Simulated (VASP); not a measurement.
Here is a VASP 6.6.1 calculation.

File INCAR:

```
PREC = Accurate
ENCUT = 520
EDIFF = 1E-6
ISMEAR = -1
SIGMA = 0.05
LREAL = False
LASPH = True
NELM = 150
ALGO = Normal
ISIF = 2
LWAVE = False
LCHARG = False
ISPIN = 2
MAGMOM = 0.589
LORBIT = 11
LMAXMIX = 4
GGA = B5
ALDAX = 1.0
AGGAX = 1.0
AGGAC = 1.0
ALDAC = 0.0
NBANDS = 15
```

KPOINTS

```
Automatic mesh
0
Gamma
  17 17 17
```

Contents of POSCAR:

```
Ni
1.0
   -1.4609459296      1.4609459296      1.4609459296
    1.4609459296     -1.4609459296      1.4609459296
    1.4609459296      1.4609459296     -1.4609459296
Ni
1
Direct
    0.0000000000      0.0000000000      0.0000000000
```

Potentials or basis: VASP PAW PBE potentials, release 64 (Ni).

Run with:

```bash
$ cat potpaw_PBE.64/Ni/POTCAR > POTCAR
$ mpirun -np 1 vasp_std > vasp.out
```

Predict the site moments.

Ni +0.59 μB.

Predict the pressure.

-10.2 GPa.

What does it give for the net moment?

0.58 μB per cell.

Caveat: the PAW data sets were made with another functional, which shifts forces and pressure a little.
